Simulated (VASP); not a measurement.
# Mg16O17 (a cell with a defect) (O interstitial hop between voids) in VASP: notebook

Mg16O17 (a cell with a defect) (O interstitial hop between voids) is run at these levels: PBE; tasks: single point.

Everything below comes from runs of VASP 6.6.1. Logs are shortened: lines on timing, memory, paths and dates and some standing lists are left out, and cuts for length are marked.

## (1) The cell of the first run

The cell holds a defect, 33 atoms: a = 7.369 Å, b = 7.369 Å, c = 7.369 Å, α = 109.47°, β = 109.47°, γ = 109.47°.

## (2) Single point, PBE

INCAR reads:

```
ALGO = Normal
EDIFF = 1E-6
ENCUT = 520
GGA = PE
ISIF = 2
ISMEAR = -1
LASPH = True
LCHARG = False
LREAL = Auto
LWAVE = False
NBANDS = 89
NELECT = 136.0
NELM = 80
PREC = Accurate
SIGMA = 0.01
```

KPOINTS reads:

```
Automatic mesh
0
Gamma
  1 1 1
  0.25 0.25 0.25
```

POSCAR reads:

```
Mg16O17
1.0
   -4.2543812300      4.2543812300      4.2543812300
    4.2543812300     -4.2543812300      4.2543812300
    4.2543812300      4.2543812300     -4.2543812300
Mg O
16 17
Direct
   -0.0318652685     -0.0319497696     -0.0078821098
    0.0062475595      0.2470926894      0.7499826244
    0.0015267790      0.4996630262      0.4993385372
    0.0113391343      0.7606555043      0.2756865068
    0.2471386421      0.0061992564      0.7500216430
    0.2629018039      0.2627680595      0.4983140639
    0.2339442439      0.4873250393      0.2263136395
    0.2541992458      0.7520097112      0.0043391739
    0.4998836223      0.0014755377      0.4993706218
    0.4877136974      0.2337202395      0.2264218809
    0.5127866738      0.5126376510      0.0052324883
    0.4823324213      0.7650959855      0.7534019230
    0.7608887932      0.0110126473      0.2756708759
    0.7522107980      0.2541281426      0.0043088522
    0.7651630928      0.4824917865      0.7534814881
    0.7218724261      0.7217685332      0.5054471811
    0.0173361286      0.0172191903      0.5209872788
   -0.0115666644      0.2489152812      0.2474163558
    0.0051859480      0.5042951922      0.0036364865
    0.0398302340      0.7514582796      0.7524586601
    0.2491186010     -0.0117652832      0.2474278733
    0.2453325040      0.2452488255     -0.0226007014
    0.2547973351      0.5040952806      0.7514868384
    0.2521916683      0.7530072710      0.4996864139
    0.5044154212      0.0049714633      0.0035796040
    0.5041625054      0.2546752257      0.7515024694
    0.4287394339      0.4284705346      0.3985926292
    0.4930868642      0.7530984711      0.2554689957
    0.7516053045      0.0398672547      0.7524584251
    0.7531562939      0.2520379444      0.4996384633
    0.7532952095      0.4928867176      0.2554893276
    0.7769463575      0.7766404376      0.0957973623
    0.6957976589      0.6959848777      0.7470977160
```

Potentials or basis: VASP PAW PBE potentials, release 64 (Mg, O).

Launch:

```console
> cat potpaw_PBE.64/Mg/POTCAR potpaw_PBE.64/O/POTCAR > POTCAR
> mpirun -np 1 vasp_std > vasp.out
```

OUTCAR:

```text
EDIFF = 1E-6
   ENCUT = 520
   GGA = PE
   ISIF = 2
   ISMEAR = -1
   LASPH = True
   LREAL = Auto
   NELECT = 136.0
   NELM = 80
   PREC = Accurate

 ion  position               nearest neighbor table
   1  0.968  0.968  0.992-  33 1.95  32 2.16  18 2.20  21 2.20  20 2.29  29 2.29  22 2.42  16 2.93
                            15 2.94  12 2.94  13 2.97   4 2.97  14 3.03   8 3.03   6 3.07   7 3.13
   2  0.006  0.247  0.750-  22 1.99  29 2.00  17 2.00  23 2.15  30 2.16  19 2.18  13 2.85   7 2.87
                            15 2.87   5 2.90   3 3.03   8 3.04   9 3.05  11 3.05  14 3.06   6 3.06
   3  0.002  0.500  0.499-  20 2.00  31 2.07  18 2.08  30 2.11  23 2.13  24 2.14  12 2.90   4 2.92
                            13 2.94  15 2.96  14 2.98   6 3.00   2 3.03  16 3.03   8 3.04   7 3.04
   4  0.011  0.761  0.276-  32 1.86  24 2.01  21 2.11  17 2.11  31 2.16  19 2.22   5 2.85   3 2.92
                             9 2.94   1 2.97   7 3.00  11 3.00  13 3.01   6 3.03  14 3.05   8 3.10
   5  0.247  0.006  0.750-  22 1.99  20 2.00  17 2.00  26 2.14  24 2.16  25 2.18   4 2.85  12 2.87
                            10 2.87   2 2.90   9 3.03  14 3.04   3 3.05  11 3.05   6 3.06   8 3.06
   6  0.263  0.263  0.498-  27 1.93  26 2.14  23 2.14  18 2.18  21 2.18  17 2.19   7 2.99  10 2.99
                             3 3.00   9 3.00  13 3.03   4 3.03  15 3.03  12 3.03  11 3.05   5 3.06
   7  0.234  0.487  0.226-  27 1.85  19 2.00  28 2.12  22 2.14  18 2.15  24 2.22   2 2.87  14 2.90
                             8 2.93  16 2.95   6 2.99   4 3.00  11 3.01   3 3.04  10 3.05   9 3.10
   8  0.254  0.752  0.004-  20 1.99  21 2.06  28 2.08  19 2.11  23 2.13  25 2.14  12 2.89  10 2.90
                             7 2.93  15 2.95   9 2.98  11 3.00   1 3.03   2 3.04   3 3.04  13 3.05
   9  0.500  0.001  0.499-  29 2.00  28 2.07  21 2.08  24 2.11  26 2.13  30 2.14  15 2.90  13 2.92
[... 16 lines left out ...]
  18  0.988  0.249  0.247-  14 2.06   3 2.08  13 2.11   7 2.15   6 2.18   1 2.20
  19  0.005  0.504  0.004-   7 2.00  15 2.00   8 2.11  14 2.14   2 2.18   4 2.22
  20  0.040  0.751  0.752-   8 1.99   5 2.00   3 2.00   1 2.29  15 2.32  16 2.32
  21  0.249  0.988  0.247-   8 2.06   9 2.08   4 2.11  10 2.15   6 2.18   1 2.20
  22  0.245  0.245  0.977-   5 1.99   2 1.99   7 2.14  10 2.14  11 2.16   1 2.42
[... 8 lines left out ...]
  31  0.753  0.493  0.255-   3 2.07  14 2.08  10 2.12   4 2.16  11 2.18  16 2.18
  32  0.777  0.777  0.096-   4 1.86  13 1.86  11 1.94   1 2.16  15 2.67  12 2.68
  33  0.696  0.696  0.747-  12 1.82  15 1.82  16 1.92   1 1.95

  LATTYP: Found a body centered cubic cell.
 ALAT       =     8.5087624600

  Lattice vectors:

 A1 = (  -4.2543812300,   4.2543812300,   4.2543812300)
 A2 = (   4.2543812300,  -4.2543812300,   4.2543812300)
 A3 = (   4.2543812300,   4.2543812300,  -4.2543812300)

Analysis of symmetry for initial positions (statically):
=====================================================================
 Subroutine PRICEL returns:
 Original cell was already a primitive cell.

 Routine SETGRP: Setting up the symmetry group for a
 body centered cubic supercell.

 Subroutine GETGRP returns: Found  1 space group operations
 (whereof  1 operations were pure point group operations)
 out of a pool of 48 trial point group operations.

The static configuration has the point symmetry C_1 .

Analysis of symmetry for dynamics (positions and initial velocities):
=====================================================================
 Subroutine PRICEL returns:
 Original cell was already a primitive cell.

 Routine SETGRP: Setting up the symmetry group for a
 body centered cubic supercell.

 Subroutine GETGRP returns: Found  1 space group operations
 (whereof  1 operations were pure point group operations)
 out of a pool of 48 trial point group operations.

The dynamic configuration has the point symmetry C_1 .

 Subroutine INISYM returns: Found  1 space group operations
 (whereof  1 operations are pure point group operations),
 and found     1 'primitive' translations

[... 41 lines left out ...]
   TEBEG  =    0.0;   TEEND  =   0.0 temperature during run
   PSTRESS=    0.0 pullay stress
   NELECT =     136.0000    total number of electrons
   NUPDOWN=      -1.0000    fix difference up-down
   EMIN   =  10.00;   EMAX   =-10.00  energy-range for DOS
   EFERMI =   0.00;   METHOD = LEGACY
   ISMEAR =    -1;   SIGMA  =   0.01  broadening in eV -4-tet -1-fermi 0-gaus
   EFERMI_NEDOS =   21; number of points for ismear=-14 and -15
   IALGO  =     38    algorithm
   IMIX   =      4    mixing-type and parameters
     AMIX     =   0.40;   BMIX     =  1.00
     AMIX_MAG =   1.60;   BMIX_MAG =  1.00
  volume/ion in A,a.u.               =       9.33        62.99
  Fermi-wavevector in a.u.,A,eV,Ry     =   1.246612  2.355756 21.144027  1.554042
  Thomas-Fermi vector in A             =   2.380782
   LORBIT       =      0    0 simple, 1 ext, 2 COOP (PROOUT), +10 PAW based schemes
   GGA     = PE    functional components
   LHFCALC =     F    Hartree Fock is set to
   AEXX    =    0.0000 exact exchange contribution
   IVDW    =     0    specifies the selected vdW correction
   LEPSILON=     F    determine dielectric tensor
   LRPA    =     F    only Hartree local field effects (RPA)
 non-spin polarized calculation
  energy-cutoff  :      520.00
  volume of cell :      308.01
 maximum number of plane-waves:      8280
 NGX is ok and might be reduce to    54
   NGX = 27   NGY = 27   NGZ = 27

 number of electron     136.0000001 magnetization

 Free energy of the ion-electron system (eV)
  ---------------------------------------------------
  ext. energy  EPLUGINS =         0.00000000
  ---------------------------------------------------
  free energy    TOTEN  =      -180.24670128 eV

  energy without entropy =     -180.24670128  energy(sigma->0) =     -180.24670128

 E-fermi :   6.0644     XC(G=0): -11.1315

 val. band max:        5.7794824939   @ k =   0.2500   0.2500   0.2500
 cond. band min:       9.8346658617   @ k =   0.2500   0.2500   0.2500
 fundamental gap:      4.0551833678
 Fermi energy:         6.0643931965

 k-point     1 :       0.2500    0.2500    0.2500
  band No.  band energies     occupation
      1     -13.8973      2.00000
      2     -13.7557      2.00000
      3     -13.7335      2.00000
      4     -13.4013      2.00000
      5     -13.2388      2.00000
      6     -13.0618      2.00000
[... 72 lines left out ...]
     79      12.6219      0.00000
     80      12.8004      0.00000
 [bands above 80 left out]

------------------------ aborting loop because EDIFF is reached ----------------------------------------

  FORCE on cell =-STRESS in cart. coord.  units (eV):
  Direction    XX          YY          ZZ          XY          YZ          ZX
  --------------------------------------------------------------------------------------
  -------------------------------------------------------------------------------------
  Total       43.8149815     43.8263607     29.4365315      3.8804467     -0.1597905     -0.1398959
  in kB      227.9103311    227.9695216    153.1186229     20.1847375     -0.8311745     -0.7276901
  external PRESSURE =     202.9994919 kB  Pullay stress =       0.0000000 kB

 VOLUME and BASIS-vectors are now :
 -----------------------------------------------------------------------------
  energy-cutoff  :      520.00
  volume of cell :      308.01
      direct lattice vectors                 reciprocal lattice vectors
    -4.254381230  4.254381230  4.254381230     0.000000000  0.117525904  0.117525904
     4.254381230 -4.254381230  4.254381230     0.117525904  0.000000000  0.117525904
     4.254381230  4.254381230 -4.254381230     0.117525904  0.117525904  0.000000000

 POSITION                                       TOTAL-FORCE (eV/Angst)
 -----------------------------------------------------------------------------------
      4.22049      4.22121      4.01642        -0.027302     -0.027069     -0.029196
      4.21536      2.16607     -2.11291         0.030364     -0.012795      0.000066
      4.24364      0.00512      0.00788        -0.003123      0.015009     -0.004005
      4.36075     -2.01500      2.11148        -0.069549     -0.034578     -0.039473
      2.16583      4.21593     -2.11308        -0.016266      0.032900     -0.000917
      2.11945      2.12059      0.11638        -0.090728     -0.089578     -0.341078
[... 25 lines left out ...]
      0.40626      0.40886      6.20199        -0.063970     -0.059333     -0.273398
      3.17924      3.17764      2.74274         0.055370      0.081417      0.857833
 -----------------------------------------------------------------------------------
    total drift:                                0.000011      0.002747      0.009948

  FREE ENERGIE OF THE ION-ELECTRON SYSTEM (eV)
  ---------------------------------------------------
  free  energy   TOTEN  =      -180.2467012775 eV

  energy  without entropy=     -180.2467012775  energy(sigma->0) =     -180.24670128
```

Run time: 60 s. Hardware: 1 thread of AMD EPYC 9R14 (Zen 4), shared host; peak memory 0.36 GiB.

Results:

* Free energy: -180.2467 eV
* Largest force: 0.863 eV/Å

Forces on the atoms (eV/Å):
```
Mg  -0.027 -0.027 -0.029
Mg   0.030 -0.013  0.000
Mg  -0.003  0.015 -0.004
Mg  -0.070 -0.035 -0.039
Mg  -0.016  0.033 -0.001
Mg  -0.091 -0.090 -0.341
Mg   0.031  0.052 -0.044
Mg  -0.023  0.002 -0.005
Mg   0.014 -0.003 -0.008
Mg   0.058  0.024 -0.045
Mg   0.049  0.050 -0.226
Mg  -0.105  0.065 -0.041
Mg  -0.030 -0.074 -0.038
Mg   0.004 -0.022 -0.009
Mg   0.069 -0.111 -0.038
Mg  -0.050 -0.050  0.093
O   -0.009 -0.009  0.084
O   -0.023 -0.024 -0.061
O    0.028 -0.009  0.021
O   -0.155  0.145  0.190
O   -0.023 -0.021 -0.060
O    0.046  0.047  0.073
O   -0.090  0.073  0.050
O   -0.022  0.000  0.017
O   -0.002  0.028  0.020
O    0.074 -0.091  0.055
O    0.156  0.162 -0.268
O    0.018  0.021 -0.071
O    0.145 -0.157  0.196
O    0.005 -0.022  0.017
O    0.020  0.016 -0.071
O   -0.064 -0.059 -0.273
O    0.055  0.081  0.858
```

Levels at points of the mesh, in eV from the Fermi level:
| k point | band 64 | band 65 | band 66 | band 67 | band 68 | band 69 | band 70 | band 71 | band 72 | band 73 |
| --- | --- | --- | --- | --- | --- | --- | --- | --- | --- | --- |
| (0.25, 0.25, 0.25) | -2.81 | -2.59 | -1.97 | -1.35 | -0.28 | 3.77 | 3.86 | 3.99 | 4.27 | 5.93 |

Caveat: the k points lie up to 1.04 Å⁻¹ apart; the cell carries a net charge on a neutralising background, which shifts energy and pressure; the cell is charged against a uniform background, so pressure and absolute levels hang on convention.

## (3) Single point, PBE

INCAR reads:

```
PREC = Accurate
ENCUT = 520
EDIFF = 1E-7
ISMEAR = -1
SIGMA = 0.01
LREAL = Auto
LASPH = T
NELM = 100
ALGO = Normal
ISIF = 2
LWAVE = F
LCHARG = F
GGA = PE
NBANDS = 89
NELECT = 136.0
```

KPOINTS is that of step 2.

POSCAR reads:

```
Mg16O17
1.0
   -4.2543812300      4.2543812300      4.2543812300
    4.2543812300     -4.2543812300      4.2543812300
    4.2543812300      4.2543812300     -4.2543812300
Mg O
16 17
Direct
   -0.0306625084     -0.0307732178     -0.0029614177
    0.0050155355      0.2412493015      0.7485331774
   -0.0019932393      0.4978830964      0.4982065277
    0.0147338700      0.7668113936      0.2838117777
    0.2413151160      0.0050376303      0.7486208517
    0.2966280951      0.2965829651      0.5138469925
    0.2302788460      0.4857025942      0.2182495996
    0.2518039503      0.7516578386      0.0057933219
    0.4980563296     -0.0020675157      0.4982065277
    0.4862307556      0.2299972539      0.2184961689
    0.5255497519      0.5254386899     -0.0029608301
    0.4785195284      0.7751942813      0.7559805589
    0.7670921630      0.0143950428      0.2837537199
    0.7518677399      0.2517221523      0.0057933219
    0.7752090896      0.4786850049      0.7561608436
    0.7149977483      0.7149527359      0.5138475801
    0.0106806366      0.0105729829      0.5235226651
   -0.0066874590      0.2552258346      0.2516462306
    0.0019403527      0.4974255680      0.0016326699
    0.0104883643      0.7455232215      0.7529683700
    0.2554592410     -0.0069218056      0.2516546924
    0.2338213118      0.2338014499     -0.0300963861
    0.2402877045      0.5051142302      0.7529487431
    0.2478242882      0.7520838700      0.5021751424
    0.4975953930      0.0017091792      0.0015713213
    0.5051760488      0.2402158962      0.7529697803
    0.4365157704      0.4362380566      0.3750203411
    0.4941531768      0.7560651775      0.2516444677
    0.7455640030      0.0103956363      0.7529472153
    0.7521875279      0.2476541107      0.5021083877
    0.7563081036      0.4939282322      0.2516530471
    0.8015835478      0.8012384917      0.1050860221
    0.6171280518      0.6173535840      0.7367432138
```

Potentials or basis: VASP PAW PBE potentials, release 64 (Mg, O).

Launch:

```console
> cat potpaw_PBE.64/Mg/POTCAR potpaw_PBE.64/O/POTCAR > POTCAR
> mpirun -np 1 vasp_std > vasp.out
```

Run time: 76 s. Hardware: 1 thread of AMD EPYC 9R14 (Zen 4), shared host; peak memory 0.37 GiB.

Results (log left out):

| Item | Value |
| --- | --- |
| Free energy | -179.2523 eV |
| Largest force | 0.052 eV/Å |

Forces on the atoms (eV/Å):
```
Mg   0.009  0.009 -0.011
Mg  -0.015  0.012  0.000
Mg  -0.004 -0.003  0.002
Mg   0.007 -0.004  0.001
Mg   0.008 -0.012  0.000
Mg   0.005  0.007  0.019
Mg  -0.012 -0.022  0.001
Mg   0.001  0.003  0.002
Mg  -0.004 -0.003 -0.001
Mg  -0.006 -0.023  0.001
Mg   0.009  0.008  0.012
Mg  -0.004  0.013  0.000
Mg   0.005  0.003  0.001
Mg   0.001  0.003 -0.001
Mg   0.018 -0.016  0.000
Mg   0.006  0.007 -0.019
O    0.020  0.019 -0.001
O    0.013 -0.014  0.000
O   -0.009 -0.013 -0.001
O   -0.015  0.006  0.000
O   -0.014  0.011  0.001
O   -0.006 -0.001  0.000
O    0.007 -0.016 -0.010
O    0.020 -0.006 -0.001
O    0.002 -0.010  0.000
O   -0.015  0.006  0.000
O    0.025  0.045 -0.001
O    0.012 -0.013  0.001
O    0.007 -0.018  0.010
O    0.005  0.020 -0.001
O   -0.012  0.012 -0.002
O   -0.019 -0.012  0.002
O   -0.044 -0.001  0.000
```

Levels at points of the mesh, in eV from the Fermi level:
| k point | band 66 | band 67 | band 68 | band 69 | band 70 | band 71 |
| --- | --- | --- | --- | --- | --- | --- |
| (0.25, 0.25, 0.25) | -3.07 | -2.80 | -0.33 | 2.86 | 3.00 | 3.21 |

Caveat: the k points lie up to 1.04 Å⁻¹ apart; the cell carries a net charge on a neutralising background, which shifts energy and pressure; the cell is charged against a uniform background, so pressure and absolute levels hang on convention.

## (4) Single point, PBE

INCAR reads:

```
SYSTEM = Mg16O17
ALGO = Normal ; EDIFF = 1E-6
ENCUT = 520 ; GGA = PE
ISIF = 2 ; ISMEAR = -1
LASPH = .TRUE. ; LCHARG = .TRUE.
LELF = .TRUE. ; LREAL = Auto
LVHAR = .TRUE. ; LWAVE = .FALSE.
NBANDS = 89 ; NELECT = 136.0
NELM = 60 ; PREC = Accurate
SIGMA = 0.01
```

KPOINTS is that of step 3.

POSCAR reads:

```
Mg16O17
1.0
   -4.2543812300      4.2543812300      4.2543812300
    4.2543812300     -4.2543812300      4.2543812300
    4.2543812300      4.2543812300     -4.2543812300
Mg O
16 17
Direct
   -0.0096681510     -0.0098210522      0.0052328409
    0.0006238275      0.2414657842      0.7499827419
   -0.0043697306      0.4972182523      0.4993709743
    0.0127661338      0.7620782729      0.2756855666
    0.2415569843      0.0006133677      0.7500218780
    0.2814123689      0.2813048327      0.5054477687
    0.2367237315      0.4901005310      0.2263145797
    0.2479153708      0.7498285479      0.0043084996
    0.4974105247     -0.0044568173      0.4993388898
    0.4904365376      0.2364390838      0.2264228211
    0.5218034962      0.5217152343     -0.0078814046
    0.4860429492      0.7688013422      0.7534019230
    0.7623931248      0.0125134531      0.2756701707
    0.7500640698      0.2478712985      0.0043391739
    0.7687243628      0.4860511760      0.7534810180
    0.7332820759      0.7331443355      0.4983133587
    0.0015028037      0.0013821046      0.5209870437
    0.0001058908      0.2601140895      0.2554698183
   -0.0029239270      0.4961820265      0.0036367216
   -0.0054379236      0.7450703942      0.7515018817
    0.2603384464     -0.0000745114      0.2554900328
    0.2298817259      0.2297944042     -0.0226001138
    0.2103247104      0.4985829631      0.7524587777
    0.2444141566      0.7452255284      0.4996864139
    0.4963432720     -0.0031050344      0.0035797215
    0.4987341015      0.2103584403      0.7524588952
    0.4678589887      0.4675860936      0.3985938044
    0.4962364409      0.7567136855      0.2474156506
    0.7451255138     -0.0055795423      0.7514861333
    0.7453351800      0.2442131873      0.4996383458
    0.7569279352      0.4960408778      0.2474272857
    0.8168937648      0.8165839665      0.0957967747
    0.5488459717      0.5490298997      0.7470977160
```

Launch:

```console
> cat potpaw_PBE.64/Mg/POTCAR potpaw_PBE.64/O/POTCAR > POTCAR
> mpirun -np 1 vasp_std > vasp.out
```

Run time: 79 s. Hardware: 1 thread of AMD EPYC 9R14 (Zen 4), shared host; peak memory 0.36 GiB.

It converged, with:

```
Free energy   : -180.2470 eV
Largest force : 0.865 eV/Å
```

Forces in eV/Å, atoms in the order of the input:
```
Mg   0.050  0.049  0.224
Mg   0.030 -0.012 -0.001
Mg   0.015 -0.003  0.008
Mg  -0.069 -0.034  0.040
Mg  -0.016  0.033  0.000
Mg  -0.049 -0.049 -0.091
Mg   0.030  0.052  0.044
Mg   0.004 -0.021  0.009
Mg  -0.002  0.016  0.005
Mg   0.057  0.023  0.045
Mg  -0.028 -0.028  0.031
Mg  -0.106  0.065  0.043
Mg  -0.030 -0.073  0.038
Mg  -0.022  0.003  0.005
Mg   0.069 -0.111  0.040
Mg  -0.090 -0.089  0.343
O   -0.010 -0.009 -0.085
O    0.016  0.026  0.067
O    0.026 -0.012 -0.019
O    0.072 -0.092 -0.055
O    0.025  0.016  0.068
O    0.045  0.048 -0.075
O    0.143 -0.156 -0.194
O   -0.022 -0.002 -0.020
O   -0.004  0.026 -0.018
O   -0.155  0.143 -0.189
O    0.157  0.163  0.268
O   -0.021 -0.022  0.062
O   -0.091  0.073 -0.049
O    0.003 -0.021 -0.019
O   -0.021 -0.022  0.061
O   -0.063 -0.060  0.273
O    0.056  0.081 -0.859
```

Levels at points of the mesh, in eV from the Fermi level:
```
           k point  band 65  band 66  band 67  band 68  band 69  band 70  band 71  band 72
(0.25, 0.25, 0.25)    -2.57    -1.94    -1.32    -0.26     3.80     3.89     4.01     4.30
```

Caveat: the k points lie up to 1.04 Å⁻¹ apart; the cell carries a net charge on a neutralising background, which shifts energy and pressure; the cell is charged against a uniform background, so pressure and absolute levels hang on convention.
